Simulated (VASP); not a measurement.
Wanted: the native input for a VASP 6.6.1 run.

* Task: relaxation of cell and atoms
* Functional: PBEsol
* Potentials or basis: VASP PAW PBE potentials, release 64 (Sc_sv, Al, H)
* Cutoff: 600 eV
* k mesh: 6 × 6 × 6
* Occupations: fermi-dirac, width 0.05 eV
* Spin: no spin polarisation
* Dipole correction: no
* Further INCAR settings: ALGO = Normal; EDIFF = 1e-07; IBRION = 2; EDIFFG = -0.01; NSW = 100; ISIF = 3

The structure of ScAlH6 lies in POSCAR:

```
ScAlH6
1.0
    4.9974498550      0.1452787170      0.4556094034
    2.5057079399      2.9024891780     -0.5202884375
    0.5059881826      0.9648129933      3.7488100544
Sc Al H
1 1 6
Direct
    0.0374444757     -0.0787111570      0.0451277754
    0.5308368338     -0.0360680749      0.5153946218
    0.8887262664      0.5386450580      0.2655514490
    0.1244401286      0.4591634523      0.7659271393
    0.5821035983      0.6579338168      0.9040292645
    0.3979026408      0.2822198933      0.1857160144
    0.2259699860     -0.1468628832      0.4407822537
    0.8009139460      1.1275274567      0.4494580234
```

One way to write it, as run:

INCAR

```
ALGO = Normal ; EDIFF = 1E-7
EDIFFG = -0.01 ; ENCUT = 600
GGA = PS ; IBRION = 2
ISIF = 3 ; ISMEAR = -1
LASPH = True ; LCHARG = False
LREAL = False ; LWAVE = False
NELM = 80 ; NSW = 100
PREC = Accurate ; SIGMA = 0.05
```

KPOINTS

```
k-points
0
Gamma
  6 6 6
```

Potentials or basis: VASP PAW PBE potentials, release 64 (Sc_sv, Al, H).

Run with:

```console
$ cat potpaw_PBE.64/Sc_sv/POTCAR potpaw_PBE.64/Al/POTCAR potpaw_PBE.64/H/POTCAR > POTCAR
$ mpirun -np 1 vasp_std > vasp.out
```

It gave:

```json
{
  "Relaxed volume": "7.02 Å³/atom",
  "Relaxed cell": "a = 5.067 Å, b = 3.861 Å, c = 3.882 Å, α = 81.85°, β = 77.26°, γ = 49.33°",
  "Space group after relaxing (to 0.1 Å)": "P1 (No. 1)",
  "Energy gained by relaxing": "109.8 meV/atom",
  "Ionic steps": "31",
  "Pressure after relaxing": "0.0 GPa",
  "Largest force after relaxing": "0.010 eV/Å",
  "Band gap on the k mesh": "1.27 eV (least direct gap 1.65 eV)"
}
```

Caveat: the PAW data sets were made with another functional, which shifts forces and pressure a little.

Run time: 22 min on 1 thread of Intel(R) Xeon(R) Platinum 8488C (Sapphire Rapids) (shared host), peak memory 0.29 GiB.
